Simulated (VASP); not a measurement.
# MgZn15O16 (P1) in VASP: relaxation of volume and atoms at fixed shape with PBEsol

Aim: the relaxation of volume and atoms at fixed shape of MgZn15O16 with PBEsol.

All numbers are computed with VASP 6.6.1; they aren't measurements. Logs are shortened: lines on timing, memory, paths and dates and some standing lists are left out, and cuts for length are marked.

## (1) The cell of the first run

The typed cell holds 64 atoms: a = 8.524 Å, b = 8.524 Å, c = 8.524 Å, α = 90.00°, β = 90.00°, γ = 90.00°.

## (2) Relaxation of volume and atoms at fixed shape, PBEsol

INCAR reads:

```
SYSTEM = MgZn15O16
PREC     = Accurate       ! precision mode
ENCUT    = 700            ! plane-wave cutoff, eV
EDIFF    = 1E-7           ! SCF threshold, eV
ISMEAR   = -1             ! smearing method
SIGMA    = 0.05           ! smearing width, eV
LREAL    = Auto         
LASPH    = .True.         ! aspherical terms in the spheres
NELM     = 120            ! most SCF steps
ALGO     = Normal         ! electronic algorithm
ISIF     = 8              ! what is computed and relaxed
LWAVE    = .False.        ! write WAVECAR
LCHARG   = .False.        ! write CHGCAR
GGA      = PS             ! functional
IBRION   = 2              ! ionic algorithm
NSW      = 100            ! ionic steps
EDIFFG   = -0.03          ! ionic threshold
ISYM     = -1           
GGA_COMPAT= .False.      
NELMIN   = 4            
KPAR     = 1
```

KPOINTS reads:

```
explicit points
1
Reciprocal
  0.25000000   0.25000000   0.25000000 1
```

POSCAR reads:

```
MgZn15O16
1.0
    8.5241550000      0.0000000000      0.0000000000
    0.0000000000      8.5241550000      0.0000000000
    0.0000000000      0.0000000000      8.5241550000
O Zn Mg
32 30 2
Direct
    0.2489590000      0.0006830000      0.0013560000
    0.2500520000      0.9969280000      0.5015500000
    0.2507630000      0.4985780000      0.9968280000
    0.2538200000      0.4992540000      0.5004390000
    0.7488790000      0.9997740000      0.9999970000
    0.7477940000      0.9993710000      0.4968160000
    0.7492880000      0.5034980000      0.9960250000
    0.7512670000      0.5017620000      0.5039490000
    0.0010950000      0.2498860000      0.0009840000
    0.0006210000      0.2531250000      0.4993960000
    0.0031610000      0.7490990000      0.9982630000
    0.0029550000      0.7506360000      0.4967770000
    0.4941320000      0.2488420000      0.9984490000
    0.5006430000      0.2508850000      0.5027480000
    0.5021790000      0.7494610000      0.0059530000
    0.5010050000      0.7530240000      0.4974990000
    0.9984720000      0.9972400000      0.2515180000
    0.0040040000      0.9954700000      0.7520070000
    0.0012230000      0.5011560000      0.2493360000
    0.0017280000      0.4986690000      0.7506760000
    0.5076850000      0.0024200000      0.2520670000
    0.4979310000      0.9969320000      0.7479140000
    0.4961660000      0.5016970000      0.2505030000
    0.4973230000      0.5045550000      0.7505050000
    0.2482760000      0.2503660000      0.2504530000
    0.2533060000      0.2471290000      0.7515800000
    0.2503830000      0.7537890000      0.2487470000
    0.2482190000      0.7452470000      0.7495260000
    0.7468570000      0.2519880000      0.2506080000
    0.7461420000      0.2543210000      0.7501940000
    0.7458950000      0.7482740000      0.2520520000
    0.7482140000      0.7537200000      0.7525360000
    0.0003750000      0.9981260000      0.9990700000
    0.9976930000      0.9992160000      0.4969840000
    0.9953900000      0.5015300000      0.0029220000
    0.9989060000      0.5036630000      0.4995020000
    0.5017830000      0.9989000000      0.0039630000
    0.5004290000      0.0029460000      0.5004880000
    0.5026660000      0.4968540000      0.0014420000
    0.4976840000      0.5025700000      0.5001070000
    0.2505020000      0.2500250000      0.0002900000
    0.2506110000      0.2511520000      0.4946770000
    0.2536750000      0.7500340000      0.9986560000
    0.2491820000      0.7463530000      0.4979170000
    0.7490730000      0.2550590000      0.9999400000
    0.7475560000      0.2485620000      0.5019670000
    0.7489330000      0.7528410000      0.9990480000
    0.7474830000      0.7477810000      0.4985250000
    0.2514610000      0.9996040000      0.2532500000
    0.2490270000      0.0018820000      0.7511250000
    0.2487130000      0.5005930000      0.2517110000
    0.7490760000      0.0012860000      0.2473870000
    0.7460960000      0.9995880000      0.7503230000
    0.7461910000      0.5050370000      0.2495220000
    0.7495490000      0.5032620000      0.7504320000
    0.0002620000      0.2492340000      0.2531760000
    0.0009810000      0.2503820000      0.7433370000
    0.0004000000      0.7494630000      0.2514360000
    0.4984820000      0.2481900000      0.2485870000
    0.4997100000      0.2517850000      0.7475270000
    0.5025280000      0.7478310000      0.2498610000
    0.5010360000      0.7494760000      0.7492580000
    0.2474500000      0.5008140000      0.7486870000
    0.0014880000      0.7528330000      0.7488770000
```

Potentials or basis: VASP PAW PBE potentials, release 64 (O, Zn, Mg).

Command:

```bash
cat potpaw_PBE.64/O/POTCAR potpaw_PBE.64/Zn/POTCAR potpaw_PBE.64/Mg/POTCAR > POTCAR
mpirun -np 4 vasp_std > vasp.out
```

OUTCAR:

```text
SYSTEM = MgZn15O16
   PREC = Accurate
   ENCUT = 700
   EDIFF = 1E-7
   ISMEAR = -1
   LREAL = Auto
   LASPH = .True.
   NELM = 120
   ISIF = 8
   GGA = PS
   IBRION = 2
   NSW = 100
   EDIFFG = -0.03
   ISYM = -1
   NELMIN = 4

 ion  position               nearest neighbor table
   1  0.249  0.001  0.001-  33 2.12  41 2.13  50 2.13  43 2.14  49 2.15  37 2.16
   2  0.250  0.997  0.502-  49 2.12  50 2.13  38 2.13  44 2.14  34 2.15  42 2.17
   3  0.251  0.499  0.997-  63 2.12  41 2.12  43 2.14  39 2.15  51 2.17  35 2.18
   4  0.254  0.499  0.500-  40 2.08  44 2.11  42 2.12  63 2.12  51 2.12  36 2.17
   5  0.749  1.000  1.000-  47 2.10  37 2.11  52 2.11  53 2.13  33 2.14  45 2.18
   6  0.748  0.999  0.497-  38 2.11  46 2.12  52 2.13  34 2.13  48 2.14  53 2.16
[... 24 lines left out ...]
  31  0.746  0.748  0.252-  54 2.07  61 2.07  48 2.10  47 2.16  52 2.16  58 2.17
  32  0.748  0.754  0.753-  53 2.10  47 2.10  62 2.11  55 2.14  64 2.16  48 2.17
  33  0.000  0.998  0.999-  18 2.11   1 2.12  11 2.12   5 2.14   9 2.15  17 2.15  64 2.99  50 2.99
                            47 2.99  52 3.01  58 3.02  43 3.02  41 3.03  53 3.03  56 3.05  49 3.05
  34  0.998  0.999  0.497-  17 2.09  12 2.12   6 2.13   2 2.15  10 2.16  18 2.17  56 2.98  58 2.99
                            57 3.00  49 3.00  52 3.00  64 3.00  46 3.01  48 3.02  44 3.04  42 3.04
  35  0.995  0.502  0.003-   7 2.10  19 2.10  11 2.11   9 2.15  20 2.15   3 2.18  45 2.97  54 2.99
                            58 2.99  47 3.00  55 3.00  51 3.03  56 3.03  64 3.05  63 3.05
  36  0.999  0.504  0.500-  12 2.11   8 2.11  19 2.13  10 2.14  20 2.14   4 2.17  44 2.97  58 2.98
                            48 2.99  57 3.00  51 3.00  63 3.00  64 3.01  55 3.02  56 3.02  54 3.03
  37  0.502  0.999  0.004-   5 2.11  21 2.12  15 2.13  13 2.13   1 2.16  22 2.18  52 2.96  47 2.97
                            59 2.98  61 3.00  43 3.00  53 3.00  49 3.01  41 3.03  45 3.04  62 3.04
  38  0.500  0.003  0.500-   6 2.11  22 2.11  14 2.11  21 2.12  16 2.13   2 2.13  46 2.97  53 2.99
                            60 2.99  49 2.99  59 3.00  42 3.00  52 3.02  50 3.03  62 3.03  48 3.03
  39  0.503  0.497  0.001-   7 2.10  13 2.12  23 2.12  24 2.14   3 2.15  15 2.15  45 2.94  54 2.96
                            59 2.99  55 3.00  41 3.01  60 3.01  61 3.01  43 3.03  47 3.03  51 3.04
  40  0.498  0.503  0.500-   4 2.08  23 2.13  24 2.13  16 2.14  14 2.15   8 2.16  44 2.97  48 2.98
                            61 2.99  62 2.99  51 3.00  60 3.00  42 3.01  63 3.01  54 3.01  55 3.03
  41  0.251  0.250  0.000-  13 2.08   3 2.12  26 2.12   1 2.13   9 2.13  25 2.13  59 2.99  50 3.00
                            39 3.01  60 3.03  51 3.03  33 3.03  63 3.03  37 3.03  56 3.03  49 3.03
  42  0.251  0.251  0.495-  25 2.08   4 2.12  10 2.13  14 2.13   2 2.17  26 2.19  56 2.97  51 2.97
                            49 2.97  59 2.98  38 3.00  57 3.00  40 3.01  60 3.03  63 3.04  36 3.04
  43  0.254  0.750  0.999-  15 2.12  28 2.12  27 2.13  11 2.14   1 2.14   3 2.14  62 2.99  37 3.00
                            63 3.01  50 3.01  61 3.01  33 3.02  64 3.03  39 3.03  51 3.03  49 3.04
  44  0.249  0.746  0.498-  12 2.10   4 2.11  27 2.12   2 2.14  28 2.14  16 2.15  51 2.97  40 2.97
[... 11 lines left out ...]
  50  0.249  0.002  0.751-  18 2.09  26 2.09  22 2.12   2 2.13   1 2.13  28 2.19  64 2.99  33 2.99
                            57 2.99  41 3.00  43 3.01  60 3.02  38 3.03  62 3.04  34 3.05  37 3.05
  51  0.249  0.501  0.252-  23 2.11  19 2.11   4 2.12  25 2.13  27 2.16   3 2.17  44 2.97  42 2.97
                            58 3.00  40 3.00  36 3.00  56 3.01  61 3.02  41 3.03  35 3.03  59 3.03
[... 248 lines left out ...]

 Free energy of the ion-electron system (eV)
  ---------------------------------------------------
  ext. energy  EPLUGINS =         0.00000000
  ---------------------------------------------------
  free energy    TOTEN  =      -309.48674812 eV

  energy without entropy =     -309.48674812  energy(sigma->0) =     -309.48674812

------------------------ aborting loop because EDIFF is reached ----------------------------------------

  FORCE on cell =-STRESS in cart. coord.  units (eV):
  Direction    XX          YY          ZZ          XY          YZ          ZX
  --------------------------------------------------------------------------------------
  -------------------------------------------------------------------------------------
  Total        4.8699953      4.6126614      4.6113220     -1.0926840     -0.9021182     -0.9586039
  in kB       12.5975215     11.9318600     11.9283951     -2.8265140     -2.3335657     -2.4796806
  external PRESSURE =      12.1525922 kB  Pullay stress =       0.0000000 kB
[... 275 lines left out ...]
  FREE ENERGIE OF THE ION-ELECTRON SYSTEM (eV)
  ---------------------------------------------------
  free  energy   TOTEN  =      -309.7299423512 eV

  energy  without entropy=     -309.7299423506  energy(sigma->0) =     -309.72994235

[... ionic steps 4 to 9 ...]

--------------------------------------- Ionic step       10  -------------------------------------------

 number of electron     555.9999822 magnetization

------------------------ aborting loop because EDIFF is reached ----------------------------------------
[... 191 lines left out ...]
--------------------------------------- Ionic step       12  -------------------------------------------

 number of electron     555.9999825 magnetization

 Free energy of the ion-electron system (eV)
  ---------------------------------------------------
  ext. energy  EPLUGINS =         0.00000000
  ---------------------------------------------------
  free energy    TOTEN  =      -309.81484230 eV

  energy without entropy =     -309.81484230  energy(sigma->0) =     -309.81484230

 E-fermi :   3.7946     XC(G=0): -12.4949

 val. band max:        2.5880188452   @ k =   0.2500   0.2500   0.2500
 cond. band min:       4.9608619685   @ k =   0.2500   0.2500   0.2500
 fundamental gap:      2.3728431234
 Fermi energy:         3.7946472100

 k-point     1 :       0.2500    0.2500    0.2500
  band No.  band energies     occupation
      1     -15.6877      2.00000
      2     -15.2917      2.00000
      3     -15.2783      2.00000
      4     -15.2627      2.00000
      5     -14.9532      2.00000
      6     -14.9392      2.00000
[... 282 lines left out ...]
    289       7.9410      0.00000
    290       8.2273      0.00000
 [bands above 290 left out]

------------------------ aborting loop because EDIFF is reached ----------------------------------------

  FORCE on cell =-STRESS in cart. coord.  units (eV):
  Direction    XX          YY          ZZ          XY          YZ          ZX
  --------------------------------------------------------------------------------------
  -------------------------------------------------------------------------------------
  Total        0.2655325      0.2319959      0.2374670     -1.0528991     -0.9704504     -0.9774541
  in kB        0.6835489      0.5972169      0.6113009     -2.7104325     -2.4981884     -2.5162178
  external PRESSURE =       0.6306889 kB  Pullay stress =       0.0000000 kB
[... 79 lines left out ...]
  FREE ENERGIE OF THE ION-ELECTRON SYSTEM (eV)
  ---------------------------------------------------
  free  energy   TOTEN  =      -309.8148423036 eV

  energy  without entropy=     -309.8148423031  energy(sigma->0) =     -309.81484230

 reached required accuracy - stopping structural energy minimisation
```

Wall time 31 min (4 MPI ranks of AMD EPYC 9R14 (Zen 4), shared host); peak memory 0.45 GiB.

What came out:

```yaml
Free_energy: -309.8148 eV
Relaxed_volume: 9.72 Å³/atom
Relaxed_cell: a = 8.538 Å, b = 8.538 Å, c = 8.538 Å, α = 90.00°, β = 90.00°, γ = 90.00°
Space_group_after_relaxing_to_0.1_Å: Cmmm (No. 65)
Energy_gained_by_relaxing: 5.1 meV/atom
Ionic_steps: 12
Pressure_after_relaxing: 0.1 GPa
Largest_force_after_relaxing: 0.015 eV/Å
Band_gap_on_the_k_mesh: 2.37 eV
```

Forces on the atoms (eV/Å):
```
O   -0.003  0.000 -0.003
O    0.003  0.000  0.010
O    0.001  0.003  0.007
O   -0.001  0.007 -0.004
O   -0.004  0.003  0.004
O   -0.007 -0.002 -0.006
O   -0.004  0.004  0.000
O    0.000 -0.009  0.001
O    0.002 -0.003  0.001
O    0.002  0.000 -0.001
O    0.002  0.001  0.001
O    0.003 -0.001  0.002
O    0.004 -0.003  0.004
O    0.008  0.001 -0.009
O    0.000 -0.007 -0.007
O    0.000  0.002  0.001
O    0.005  0.005 -0.002
O   -0.003  0.003  0.000
O    0.003 -0.003  0.009
O    0.003  0.002  0.002
O   -0.004 -0.009  0.002
O   -0.002  0.005  0.003
O    0.004  0.004  0.003
O    0.005 -0.005 -0.002
O    0.004  0.008 -0.005
O    0.000  0.000  0.002
O    0.000 -0.010  0.004
O    0.000  0.008 -0.004
O   -0.001 -0.013  0.008
O    0.001  0.004  0.000
O    0.000  0.008 -0.002
O    0.002 -0.012 -0.002
Zn  -0.002 -0.002  0.000
Zn   0.000  0.001  0.002
Zn   0.005  0.003  0.002
Zn   0.004  0.007 -0.002
Zn  -0.002 -0.005 -0.004
Zn  -0.005 -0.001 -0.006
Zn   0.001 -0.006 -0.001
Zn   0.008  0.000 -0.003
Zn  -0.006  0.008  0.003
Zn   0.006 -0.001 -0.004
Zn   0.001  0.002 -0.004
Zn  -0.003  0.003 -0.003
Zn  -0.001 -0.002  0.002
Zn   0.001 -0.003 -0.002
Zn  -0.005  0.002  0.002
Zn  -0.007 -0.004  0.000
Zn   0.002  0.004  0.006
Zn   0.000 -0.002 -0.001
Zn   0.003  0.010 -0.003
Zn   0.000 -0.001 -0.007
Zn  -0.006  0.003 -0.001
Zn  -0.006 -0.007  0.003
Zn   0.001  0.005 -0.002
Zn  -0.002  0.002  0.006
Zn   0.004 -0.001  0.000
Zn  -0.003  0.001  0.002
Zn   0.004  0.002 -0.004
Zn   0.002  0.004  0.001
Zn  -0.007 -0.003 -0.001
Zn  -0.008  0.003  0.002
Mg   0.000 -0.007  0.001
Mg  -0.002 -0.004  0.002
```

The path:
```csv
step,energy change (eV),largest force (eV/Å),pressure (GPa),volume (Å³)
1,0.0000,0.5878,1.22,619.38
2,-0.2339,0.2299,-0.97,625.98
3,-0.2432,0.1952,-1.45,627.55
4,-0.2993,0.1444,0.45,621.04
5,-0.2994,0.1426,0.39,621.25
6,-0.3169,0.0917,0.13,622.04
7,-0.3201,0.0756,-0.03,622.55
8,-0.3240,0.0445,0.00,622.52
9,-0.3254,0.0472,0.02,622.50
10,-0.3271,0.0352,-0.02,622.62
11,-0.3274,0.0309,-0.04,622.70
12,-0.3281,0.0150,0.06,622.38
```

Final structure:
```cif
data_structure
_symmetry_space_group_name_H-M 'P 1'
_symmetry_Int_Tables_number 1
_cell_length_a 8.5379
_cell_length_b 8.5379
_cell_length_c 8.5379
_cell_angle_alpha 90.000
_cell_angle_beta 90.000
_cell_angle_gamma 90.000
_cell_volume 622.38
loop_
_atom_site_label
_atom_site_type_symbol
_atom_site_fract_x
_atom_site_fract_y
_atom_site_fract_z
_atom_site_occupancy
O1 O 0.24990 0.00019 0.99997 1
O2 O 0.24986 0.00042 0.49971 1
O3 O 0.24979 0.49970 0.99779 1
O4 O 0.25011 0.50005 0.50205 1
O5 O 0.74963 0.00063 0.00009 1
O6 O 0.74976 0.00076 0.49995 1
O7 O 0.74953 0.50024 0.99978 1
O8 O 0.74966 0.50063 0.50015 1
O9 O 0.99952 0.25016 0.99981 1
O10 O 0.99949 0.25048 0.50003 1
O11 O 0.99931 0.75047 0.99784 1
O12 O 0.99970 0.75076 0.50197 1
O13 O 0.49981 0.25015 0.99993 1
O14 O 0.49983 0.25020 0.50016 1
O15 O 0.49980 0.75059 0.00018 1
O16 O 0.49996 0.75053 0.49981 1
O17 O 0.99940 0.00014 0.24988 1
O18 O 0.99997 0.99827 0.74979 1
O19 O 0.00007 0.50067 0.24988 1
O20 O 0.00232 0.50306 0.75015 1
O21 O 0.50006 0.00071 0.25005 1
O22 O 0.49939 0.99982 0.74990 1
O23 O 0.49934 0.50014 0.24988 1
O24 O 0.49767 0.50054 0.74992 1
O25 O 0.24944 0.25002 0.25011 1
O26 O 0.24974 0.25230 0.75001 1
O27 O 0.24967 0.75032 0.24972 1
O28 O 0.24709 0.74743 0.74974 1
O29 O 0.74986 0.25107 0.24991 1
O30 O 0.74991 0.25057 0.74997 1
O31 O 0.74982 0.75011 0.25005 1
O32 O 0.75186 0.75084 0.75015 1
Zn1 Zn 0.99968 0.00042 0.99998 1
Zn2 Zn 0.99978 0.00060 0.49976 1
Zn3 Zn 0.99972 0.50040 0.99969 1
Zn4 Zn 0.99977 0.50051 0.50014 1
Zn5 Zn 0.49987 0.00043 0.00015 1
Zn6 Zn 0.49985 0.00044 0.50006 1
Zn7 Zn 0.49965 0.50045 0.00009 1
Zn8 Zn 0.49967 0.50038 0.49992 1
Zn9 Zn 0.24981 0.24993 0.99996 1
Zn10 Zn 0.24960 0.25018 0.50002 1
Zn11 Zn 0.24959 0.74996 0.99977 1
Zn12 Zn 0.24976 0.75015 0.50008 1
Zn13 Zn 0.74957 0.25054 0.00005 1
Zn14 Zn 0.74964 0.25072 0.49989 1
Zn15 Zn 0.74974 0.75054 0.00007 1
Zn16 Zn 0.74991 0.75073 0.49992 1
Zn17 Zn 0.24975 0.00009 0.24983 1
Zn18 Zn 0.24970 0.00005 0.74991 1
Zn19 Zn 0.24965 0.50000 0.24997 1
Zn20 Zn 0.74972 0.00069 0.25014 1
Zn21 Zn 0.74984 0.00064 0.75003 1
Zn22 Zn 0.74982 0.50071 0.24991 1
Zn23 Zn 0.74976 0.50058 0.75001 1
Zn24 Zn 0.99963 0.25045 0.24975 1
Zn25 Zn 0.99969 0.25060 0.74997 1
Zn26 Zn 0.99981 0.75041 0.24989 1
Zn27 Zn 0.49961 0.25040 0.25012 1
Zn28 Zn 0.49975 0.25015 0.75001 1
Zn29 Zn 0.49983 0.75052 0.25003 1
Zn30 Zn 0.49983 0.75026 0.74995 1
Mg1 Mg 0.25021 0.49985 0.74995 1
Mg2 Mg 0.99936 0.75090 0.74989 1
```

Caveat: the PAW data sets were made with another functional, which shifts forces and pressure a little; a shifted mesh leaves out Γ, where band edges can lie. A k mesh can miss the band edges.
